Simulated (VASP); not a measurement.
# NaH (P6_3/mmc) in VASP: further runs, part 2 of 2

VASP 6.6.1. The steps go on from the part before.

### 3 Single point, r2SCAN

This run uses another cell than the first one, of 16.34 Å³/atom.

File POSCAR:

```
NaH
1.0
    3.9533072841      0.0000000000      0.0000000000
   -1.9766536420      3.4236645370      0.0000000000
    0.0000000000      0.0000000000      4.8283237770
Na H
2 2
Direct
    0.3333333333      0.6666666667      0.2500000000
    0.6666666667      0.3333333333      0.7500000000
    0.6666666667      0.3333333333      0.2500000000
    0.3333333333      0.6666666667      0.7500000000
```

File INCAR.step1:

```
PREC = Accurate
ENCUT = 520
ISMEAR = -1
SIGMA = 0.02
LREAL = F
LASPH = T
NELM = 60
NBANDS = 16
GGA = PE
ALGO = Normal
EDIFF = 1E-4
LWAVE = T
LCHARG = F
```

File INCAR.step2:

```
PREC = Accurate
ENCUT = 520
EDIFF = 1E-7
ISMEAR = -1
SIGMA = 0.02
LREAL = F
LASPH = T
NELM = 60
ALGO = Normal
ISIF = 2
LWAVE = F
LCHARG = F
METAGGA = R2SCAN
LMIXTAU = T
NBANDS = 16
ISTART = 1
```

File KPOINTS:

```
Automatic mesh
0
Gamma
  6 6 6
```

Potentials or basis: VASP PAW PBE potentials, release 64 (Na_pv, H).

Started as:

```console
cat potpaw_PBE.64/Na_pv/POTCAR potpaw_PBE.64/H/POTCAR > POTCAR
cp INCAR.step1 INCAR
mpirun -np 1 vasp_std > vasp.out
cp INCAR.step2 INCAR
mpirun -np 1 vasp_std > vasp.out
```

OUTCAR:

```text
PREC = Accurate
   ENCUT = 520
   EDIFF = 1E-7
   ISMEAR = -1
   LREAL = F
   LASPH = T
   NELM = 60
   ISIF = 2
   METAGGA = R2SCAN
   ISTART = 1

 ion  position               nearest neighbor table
   1  0.333  0.667  0.250-
   2  0.667  0.333  0.750-
   3  0.667  0.333  0.250-
   4  0.333  0.667  0.750-

  LATTYP: Found a hexagonal cell.
 ALAT       =     3.9533072841
 C/A-ratio  =     1.2213378394

  Lattice vectors:

 A1 = (   3.9533072841,   0.0000000000,   0.0000000000)
 A2 = (  -1.9766536420,   3.4236645370,   0.0000000000)
 A3 = (   0.0000000000,   0.0000000000,   4.8283237770)

Analysis of symmetry for initial positions (statically):
=====================================================================
 Subroutine PRICEL returns:
 Original cell was already a primitive cell.

 Routine SETGRP: Setting up the symmetry group for a
 hexagonal supercell.

 Subroutine GETGRP returns: Found 24 space group operations
 (whereof 12 operations were pure point group operations)
 out of a pool of 24 trial point group operations.

The static configuration has the point symmetry D_3d.
 The point group associated with its full space group is D_6h.

Analysis of symmetry for dynamics (positions and initial velocities):
=====================================================================
 Subroutine PRICEL returns:
 Original cell was already a primitive cell.

 Routine SETGRP: Setting up the symmetry group for a
 hexagonal supercell.

 Subroutine GETGRP returns: Found 24 space group operations
 (whereof 12 operations were pure point group operations)
 out of a pool of 24 trial point group operations.

The dynamic configuration has the point symmetry D_3d.
 The point group associated with its full space group is D_6h.

 Subroutine INISYM returns: Found 24 space group operations
 (whereof 12 operations are pure point group operations),
 and found     1 'primitive' translations

----------------------------------------------------------------------------------------

                                     Primitive cell

  volume of cell :      65.3504

  direct lattice vectors                    reciprocal lattice vectors
     3.953307284  0.000000000  0.000000000     0.252952763  0.146042346  0.000000000
    -1.976653642  3.423664537  0.000000000     0.000000000  0.292084691  0.000000000
     0.000000000  0.000000000  4.828323777     0.000000000  0.000000000  0.207111214

  length of vectors
     3.953307284  3.953307284  4.828323777     0.292084691  0.292084691  0.207111214

  position of ions in fractional coordinates (direct lattice)
     0.333333333  0.666666667  0.250000000
     0.666666667  0.333333333  0.750000000
     0.666666667  0.333333333  0.250000000
     0.333333333  0.666666667  0.750000000

  ion indices of the primitive-cell ions
   primitive index   ion index
                 1           1
                 2           2
                 3           3
                 4           4

----------------------------------------------------------------------------------------

 KPOINTS: Automatic mesh

Automatic generation of k-mesh.
 Grid dimensions read from file:
 generate k-points for:    6    6    6

 Generating k-lattice:

  Cartesian coordinates                     Fractional coordinates (reciprocal lattice)
     0.042158794  0.024340391  0.000000000     0.166666667  0.000000000  0.000000000
     0.000000000  0.048680782  0.000000000     0.000000000  0.166666667  0.000000000
     0.000000000  0.000000000  0.034518536     0.000000000  0.000000000  0.166666667

  Length of vectors
     0.048680782  0.048680782  0.034518536

  Shift w.r.t. Gamma in fractional coordinates (k-lattice)
     0.000000000  0.000000000  0.000000000

 Subroutine IBZKPT returns following result:
 ===========================================

 Found     28 irreducible k-points:

 Following reciprocal coordinates:
            Coordinates               Weight
  0.000000  0.000000  0.000000      1.000000
  0.166667  0.000000  0.000000      6.000000
  0.333333  0.000000  0.000000      6.000000
  0.500000  0.000000  0.000000      3.000000
  0.166667  0.166667  0.000000      6.000000
  0.333333  0.166667  0.000000     12.000000
[... 16 lines left out ...]
  0.166667  0.000000  0.500000      6.000000
  0.333333  0.000000  0.500000      6.000000
 [... further k-points ...]
   k-points           NKPTS =     28   k-points in BZ     NKDIM =     28   number of bands    NBANDS=     16
   number of dos      NEDOS =    301   number of ions     NIONS =      4
   total plane-waves  NPLWV =  32400
   dimension x,y,z NGX =    30 NGY =   30 NGZ =   36
   dimension x,y,z NGXF=    60 NGYF=   60 NGZF=   72
   ions per type =               2   2
   NGX,Y,Z   is equivalent  to a cutoff of  12.62, 12.62, 12.40 a.u.
   NGXF,Y,Z  is equivalent  to a cutoff of  25.23, 25.23, 24.79 a.u.
 SYSTEM =  unknown system
   PREC   = accura    normal or accurate (medium, high low for compatibility)
   ISTART =      1    job   : 0-new  1-cont  2-samecut
   ICHARG =      0    charge: 1-file 2-atom 10-const
   ISPIN  =      1    spin polarized calculation?
   LNONCOLLINEAR =      F non collinear calculations
   LSORBIT =      F    spin-orbit coupling
   LASPH  =      T    aspherical Exc in radial PAW
   ENCUT  =  520.0 eV  38.22 Ry    6.18 a.u.   7.35  7.35  8.98*2*pi/ulx,y,z
   NELM   =     60;   NELMIN=  2; NELMDL=  0     # of ELM steps
   EDIFF  = 0.1E-06   stopping-criterion for ELM
   LREAL  =      F    real-space projection
   EDIFFG = 0.1E-05   stopping-criterion for IOM
   NSW    =      0    number of steps for IOM
   IBRION =     -1    ionic relax: 0-MD 1-quasi-New 2-CG
   NFREE  =      0    steps in history (QN), initial steepest desc. (CG)
   ISIF   =      2    stress and relaxation
   ISYM   =      2    0-nonsym 1-usesym 2-fastsym
   POTIM  = 0.5000    time-step for ionic-motion
   TEBEG  =    0.0;   TEEND  =   0.0 temperature during run
   PSTRESS=    0.0 pullay stress
   NELECT =      16.0000    total number of electrons
   NUPDOWN=      -1.0000    fix difference up-down
   EMIN   =  10.00;   EMAX   =-10.00  energy-range for DOS
   EFERMI =   0.00;   METHOD = LEGACY
   ISMEAR =    -1;   SIGMA  =   0.02  broadening in eV -4-tet -1-fermi 0-gaus
   EFERMI_NEDOS =   21; number of points for ismear=-14 and -15
   IALGO  =     38    algorithm
   IMIX   =      4    mixing-type and parameters
     AMIX     =   0.40;   BMIX     =  1.00
     AMIX_MAG =   1.60;   BMIX_MAG =  1.00
  volume/ion in A,a.u.               =      16.34       110.25
  Fermi-wavevector in a.u.,A,eV,Ry     =   1.024154  1.935371 14.271045  1.048892
  Thomas-Fermi vector in A             =   2.157926
   LORBIT       =      0    0 simple, 1 ext, 2 COOP (PROOUT), +10 PAW based schemes
   METAGGA = R2SCAN    functional components
   LHFCALC =     F    Hartree Fock is set to
   AEXX    =    0.0000 exact exchange contribution
   IVDW    =     0    specifies the selected vdW correction
   LEPSILON=     F    determine dielectric tensor
   LRPA    =     F    only Hartree local field effects (RPA)
 non-spin polarized calculation
  energy-cutoff  :      520.00
  volume of cell :       65.35
 maximum number of plane-waves:      1794
 NGX is ok and might be reduce to    30
   NGX = 15   NGY = 15   NGZ = 17

 number of electron      16.0000017 magnetization

 Free energy of the ion-electron system (eV)
  ---------------------------------------------------
  ext. energy  EPLUGINS =         0.00000000
  ---------------------------------------------------
  free energy    TOTEN  =       -15.05391127 eV

  energy without entropy =      -15.05391127  energy(sigma->0) =      -15.05391127

 E-fermi :  -1.2495     XC(G=0):  -7.4667

 val. band max:       -1.7538482613   @ k =   0.1667   0.0000   0.0000
 cond. band min:       1.9247920309   @ k =   0.3333   0.3333   0.0000
 fundamental gap:      3.6786402922
 Fermi energy:        -1.2494884972

 k-point     1 :       0.0000    0.0000    0.0000
  band No.  band energies     occupation
      1     -24.8400      2.00000
      2     -24.8026      2.00000
      3     -24.8023      2.00000
      4     -24.7761      2.00000
      5     -24.7757      2.00000
      6     -24.7586      2.00000
[... 433 lines left out ...]
      3     -24.7923      2.00000
      4     -24.7923      2.00000
      5     -24.7718      2.00000
      6     -24.7718      2.00000
[... 8 lines left out ...]
     15      12.4219      0.00000
     16      12.4219      0.00000

 [... further k-points ...]

------------------------ aborting loop because EDIFF is reached ----------------------------------------

  FORCE on cell =-STRESS in cart. coord.  units (eV):
  Direction    XX          YY          ZZ          XY          YZ          ZX
  --------------------------------------------------------------------------------------
  -------------------------------------------------------------------------------------
  Total       -0.0492178     -0.0492178     -0.1147189     -0.0000000      0.0000000      0.0000000
  in kB       -1.2066602     -1.2066602     -2.8125312     -0.0000000      0.0000000      0.0000000
  external PRESSURE =      -1.7419505 kB  Pullay stress =       0.0000000 kB

 VOLUME and BASIS-vectors are now :
 -----------------------------------------------------------------------------
  energy-cutoff  :      520.00
  volume of cell :       65.35
      direct lattice vectors                 reciprocal lattice vectors
     3.953307284  0.000000000  0.000000000     0.252952763  0.146042346  0.000000000
    -1.976653642  3.423664537  0.000000000     0.000000000  0.292084691  0.000000000
     0.000000000  0.000000000  4.828323777     0.000000000  0.000000000  0.207111214

 POSITION                                       TOTAL-FORCE (eV/Angst)
 -----------------------------------------------------------------------------------
     -0.00000      2.28244      1.20708        -0.000000      0.000000     -0.000000
      1.97665      1.14122      3.62124         0.000000     -0.000000      0.000000
      1.97665      1.14122      1.20708         0.000000      0.000000     -0.000000
     -0.00000      2.28244      3.62124         0.000000     -0.000000     -0.000000
 -----------------------------------------------------------------------------------
    total drift:                               -0.000000      0.000000      0.000000

  FREE ENERGIE OF THE ION-ELECTRON SYSTEM (eV)
  ---------------------------------------------------
  free  energy   TOTEN  =       -15.0539112721 eV

  energy  without entropy=      -15.0539112721  energy(sigma->0) =      -15.05391127
```

It took 2.7 min on 1 thread of AMD EPYC 7R13, shared host; peak memory 0.15 GiB.

Results:

- Free energy: -15.0539 eV
- Pressure: -0.2 GPa
- Band gap on the k mesh: 3.68 eV (least direct gap 4.57 eV)

Levels at points of the mesh, in eV from the valence-band top:
| k point | band 6 | band 7 | band 8 | band 9 | band 10 | band 11 |
| --- | --- | --- | --- | --- | --- | --- |
| (0.00, 0.00, 0.00) | -23.00 | -3.30 | -0.01 | 5.41 | 8.54 | 10.99 |
| (0.50, 0.00, 0.00) | -23.02 | -1.48 | -0.59 | 4.23 | 8.16 | 8.29 |
| (0.00, 0.00, 0.50) | -23.04 | -1.97 | -1.97 | 7.51 | 7.51 | 11.58 |
| (0.50, 0.00, 0.50) | -23.02 | -0.81 | -0.81 | 4.44 | 4.44 | 9.18 |

Caveat: the PAW data sets were made with another functional, which shifts forces and pressure a little. A k mesh can miss the band edges.

### 4 Single point, PBE

This run uses another cell than the first one, of 16.34 Å³/atom.

File INCAR:

```
SYSTEM = NaH
  PREC = Accurate
  ENCUT = 520
  EDIFF = 1E-6
  ISMEAR = -1
  SIGMA = 0.02
  LREAL = .FALSE.
  LASPH = .TRUE.
  NELM = 60
  ALGO = Normal
  ISIF = 2
  LWAVE = .FALSE.
  LCHARG = .FALSE.
  GGA = PE
  NBANDS = 16
```

File KPOINTS:

```
Automatic mesh
0
G
  12 12 6
  0 0 0
```

POSCAR is that of step 3.

Potentials or basis: VASP PAW PBE potentials, release 64 (Na_pv, H).

Started as:

```console
cat potpaw_PBE.64/Na_pv/POTCAR potpaw_PBE.64/H/POTCAR > POTCAR
mpirun -np 1 vasp_std > vasp.out
```

OUTCAR:

```text
SYSTEM = NaH
   PREC = Accurate
   ENCUT = 520
   EDIFF = 1E-6
   ISMEAR = -1
   LREAL = .FALSE.
   LASPH = .TRUE.
   NELM = 60
   ISIF = 2
   GGA = PE

 ion  position               nearest neighbor table
   1  0.333  0.667  0.250-
   2  0.667  0.333  0.750-
   3  0.667  0.333  0.250-
   4  0.333  0.667  0.750-

  LATTYP: Found a hexagonal cell.
 ALAT       =     3.9533072841
 C/A-ratio  =     1.2213378394
[... 653 lines left out ...]

  FORCE on cell =-STRESS in cart. coord.  units (eV):
  Direction    XX          YY          ZZ          XY          YZ          ZX
  --------------------------------------------------------------------------------------
  -------------------------------------------------------------------------------------
  Total        0.1256553      0.1256553      0.1705925      0.0000000     -0.0000000      0.0000000
  in kB        3.0806553      3.0806553      4.1823702      0.0000000     -0.0000000      0.0000000
  external PRESSURE =       3.4478936 kB  Pullay stress =       0.0000000 kB

 VOLUME and BASIS-vectors are now :
 -----------------------------------------------------------------------------
  energy-cutoff  :      520.00
  volume of cell :       65.35
      direct lattice vectors                 reciprocal lattice vectors
     3.953307284  0.000000000  0.000000000     0.252952763  0.146042346  0.000000000
    -1.976653642  3.423664537  0.000000000     0.000000000  0.292084691  0.000000000
     0.000000000  0.000000000  4.828323777     0.000000000  0.000000000  0.207111214

 POSITION                                       TOTAL-FORCE (eV/Angst)
 -----------------------------------------------------------------------------------
     -0.00000      2.28244      1.20708        -0.000000      0.000000      0.000000
      1.97665      1.14122      3.62124         0.000000     -0.000000      0.000000
      1.97665      1.14122      1.20708         0.000000      0.000000      0.000000
     -0.00000      2.28244      3.62124         0.000000     -0.000000      0.000000
 -----------------------------------------------------------------------------------
    total drift:                               -0.000000      0.000000      0.000000

  FREE ENERGIE OF THE ION-ELECTRON SYSTEM (eV)
  ---------------------------------------------------
  free  energy   TOTEN  =       -10.0730516712 eV

  energy  without entropy=      -10.0730516712  energy(sigma->0) =      -10.07305167
```

OSZICAR:

```text
N       E                     dE             d eps       ncg     rms          rms(c)
DAV:   1     0.112192754081E+03    0.11219E+03   -0.85105E+03  2432   0.103E+03
DAV:   2    -0.508002410352E+01   -0.11727E+03   -0.11313E+03  2600   0.289E+02
DAV:   3    -0.110477105302E+02   -0.59677E+01   -0.59531E+01  3184   0.701E+01
DAV:   4    -0.111279353106E+02   -0.80225E-01   -0.80222E-01  2736   0.925E+00
DAV:   5    -0.111293485764E+02   -0.14133E-02   -0.14133E-02  3192   0.117E+00    0.488E+00
DAV:   6    -0.102711987886E+02    0.85815E+00   -0.34281E-01  3288   0.367E+00    0.223E+00
DAV:   7    -0.100503335044E+02    0.22087E+00   -0.44995E-01  3072   0.293E+00    0.562E-01
DAV:   8    -0.100722778819E+02   -0.21944E-01   -0.35069E-02  2536   0.153E+00    0.151E-01
DAV:   9    -0.100730358161E+02   -0.75793E-03   -0.55118E-03  2936   0.636E-01    0.492E-02
DAV:  10    -0.100729747750E+02    0.61041E-04   -0.31784E-04  2608   0.118E-01    0.151E-02
DAV:  11    -0.100730580766E+02   -0.83302E-04   -0.87742E-05  2504   0.512E-02    0.170E-02
DAV:  12    -0.100730514415E+02    0.66351E-05   -0.92438E-06  3128   0.174E-02    0.281E-03
DAV:  13    -0.100730516712E+02   -0.22972E-06   -0.14510E-06  2800   0.639E-03
   1 F= -.10073052E+02 E0= -.10073052E+02  d E =-.142792E-11
```

stdout:

```text
POSCAR found type information on POSCAR NaH
 POSCAR found :  2 types and       4 ions
 scaLAPACK will be used
 LDA part: xc-table for (Slater+PW92), standard interpolation
 POSCAR, INCAR and KPOINTS ok, starting setup
 FFT: planning ... GRIDC
 FFT: planning ... GRID_SOFT
 FFT: planning ... GRID
 WAVECAR not read
 entering main loop
```

Wall time 84 s (1 thread of AMD EPYC 7R13, shared host); peak memory 0.18 GiB.

Results:

| Quantity | Value |
| --- | --- |
| Free energy | -10.0731 eV |
| Pressure | 0.3 GPa |
| Band gap on the k mesh | 3.33 eV (least direct gap 4.12 eV) |

Stress tensor (GPa, compression positive):
```
0.31 0.00 0.00
0.00 0.31 0.00
0.00 0.00 0.42
```

### 5 Single point, LDA

This run uses another cell than the first one, of 16.34 Å³/atom.

File INCAR:

```
SYSTEM = NaH
ALGO = Normal ; EDIFF = 1E-6
ENCUT = 520 ; ISIF = 2
ISMEAR = 0 ; LASPH = .True.
LCHARG = .False. ; LREAL = .False.
LWAVE = .False. ; NBANDS = 16
NELM = 60 ; PREC = Accurate
SIGMA = 0.01
```

File KPOINTS:

```
k-points
0
Gamma
  12 12 6
  0 0 0
```

POSCAR is that of step 4.

Potentials or basis: VASP PAW LDA potentials, release 64 (Na_pv, H).

Started as:

```console
cat potpaw_LDA.64/Na_pv/POTCAR potpaw_LDA.64/H/POTCAR > POTCAR
mpirun -np 1 vasp_std > vasp.out
```

Run time: 89 s. Hardware: 1 thread of AMD EPYC 7R13, shared host; peak memory 0.16 GiB.

Results (log left out):

```yaml
Free_energy: -10.6258 eV
Pressure: -1.4 GPa
Band_gap_on_the_k_mesh: 2.98 eV (least direct gap 3.83 eV)
```

Levels at points of the mesh, in eV from the valence-band top:
```
           k point  band 6  band 7  band 8  band 9  band 10  band 11
(0.00, 0.00, 0.00)  -22.30   -3.51   -0.02    4.56     7.83     9.95
(0.50, 0.00, 0.00)  -22.32   -1.60   -0.68    3.60     7.18     7.32
(0.00, 0.00, 0.50)  -22.33   -2.16   -2.16    6.78     6.78    10.76
(0.50, 0.00, 0.50)  -22.31   -0.88   -0.88    3.60     3.60     8.21
```

A k mesh can miss the band edges.

### 6 Summary

| level | potentials or basis | cell | k mesh | smearing | gap on the mesh (eV) | pressure (GPa) |
| --- | --- | --- | --- | --- | --- | --- |
| PBEsol | VASP PAW PBE potentials, release 64 (Na_pv, H) | a = 3.942, b = 3.942, c = 4.833 Å, angles 90.0, 90.0, 120.0°, 4 atoms | 6 × 6 × 6 | fermi-dirac 0.02 eV | 3.09 | 0.0 |
| r2SCAN | VASP PAW PBE potentials, release 64 (Na_pv, H) | a = 3.953, b = 3.953, c = 4.828 Å, angles 90.0, 90.0, 120.0°, 4 atoms | 6 × 6 × 6 | fermi-dirac 0.02 eV | 3.68 | -0.2 |
| PBE | VASP PAW PBE potentials, release 64 (Na_pv, H) | a = 3.953, b = 3.953, c = 4.828 Å, angles 90.0, 90.0, 120.0°, 4 atoms | 12 × 12 × 6 | fermi-dirac 0.02 eV | 3.33 | 0.3 |
| LDA | VASP PAW LDA potentials, release 64 (Na_pv, H) | a = 3.953, b = 3.953, c = 4.828 Å, angles 90.0, 90.0, 120.0°, 4 atoms | 12 × 12 × 6 | gaussian 0.01 eV | 2.98 | -1.4 |

Alike in all rows: task single point; no spin polarisation; cutoff (eV) 520.

Caveats: the PAW data sets were made with another functional, which shifts forces and pressure a little (at least some runs).

Total energies depend on the potentials used, so only differences within one code and one set of settings carry meaning.
